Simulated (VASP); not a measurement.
The system is Sc2BP3.

```
Sc B P
1.0
     3.20839    0.00000    0.00000
     0.00000    3.20839    0.00000
     0.00000    0.00000    9.71384
Sc B P
2 1 3
Direct
  0.50000 0.50000 0.32482
  0.50000 0.50000 0.67518
  0.50000 0.50000 0.00000
  0.00000 0.00000 0.83907
  0.00000 0.00000 0.16093
  0.00000 0.00000 0.50000
```

The cell was generated, and may not be a known phase.

- Program: VASP 6.6.1
- Task: relaxation of cell and atoms
- Functional: PBE
- Potentials or basis: VASP PAW PBE potentials, release 64 (Sc_sv, B, P)
- Cutoff: 600 eV
- k mesh: 6 × 6 × 2
- Occupations: gaussian, width 0.1 eV
- Spin: no spin polarisation

At the start: pressure -4.3 GPa; volume 16.67 Å³/atom.

Where does the relaxation end?

Over 28 steps the energy falls by 352.9 meV/atom and the volume is 15.08 Å³/atom (-9.5 %); space group P4/mmm (No. 123, to 0.1 Å) before and after.

Step by step:
```csv
step,energy change (eV),largest force (eV/Å),pressure (GPa),volume (Å³)
1,0.0000,0.5626,-4.29,99.99
2,-0.5615,1.1793,-0.93,93.57
3,-1.1641,2.2520,7.59,85.02
4,1.0952,2.1204,54.19,68.26
5,-1.1133,2.3006,9.99,83.47
6,-1.1343,2.1287,13.01,81.52
7,-1.2652,1.9691,13.77,80.99
8,-1.3917,1.2299,16.02,79.76
9,-1.5631,1.0820,13.05,81.35
10,-1.9042,0.7117,5.47,86.28
11,-1.9651,0.6186,-4.97,96.70
12,-2.0285,0.6434,-1.30,92.35
13,-2.0287,0.6445,-1.05,92.08
14,-2.0429,0.5331,-0.80,91.96
15,-2.0689,0.1970,0.02,91.58
16,-2.0719,0.0525,0.47,91.40
17,-2.0800,0.0658,0.24,91.59
18,-2.0885,0.2015,-0.35,91.98
19,-2.0934,0.1616,-0.32,91.79
20,-2.0995,0.1335,-0.20,91.47
21,-2.1107,0.0983,0.12,90.82
22,-2.0743,0.7379,0.89,89.44
23,-2.1141,0.1164,0.23,90.59
24,-2.1115,0.3561,0.43,90.13
25,-2.1151,0.1890,0.29,90.44
26,-2.1127,0.0717,-0.36,90.54
27,-2.1167,0.1183,0.02,90.48
28,-2.1174,0.0155,0.00,90.49
```

Final structure:
```cif
data_structure
_symmetry_space_group_name_H-M 'P 1'
_symmetry_Int_Tables_number 1
_cell_length_a 3.3063
_cell_length_b 3.3063
_cell_length_c 8.2784
_cell_angle_alpha 90.000
_cell_angle_beta 90.000
_cell_angle_gamma 90.000
_cell_volume 90.49
loop_
_atom_site_label
_atom_site_type_symbol
_atom_site_fract_x
_atom_site_fract_y
_atom_site_fract_z
_atom_site_occupancy
Sc1 Sc 0.50000 0.50000 0.30455 1
Sc2 Sc 0.50000 0.50000 0.69545 1
B1 B 0.50000 0.50000 0.00000 1
P1 P 0.00000 0.00000 0.87007 1
P2 P 0.00000 0.00000 0.12993 1
P3 P 0.00000 0.00000 0.50000 1
```
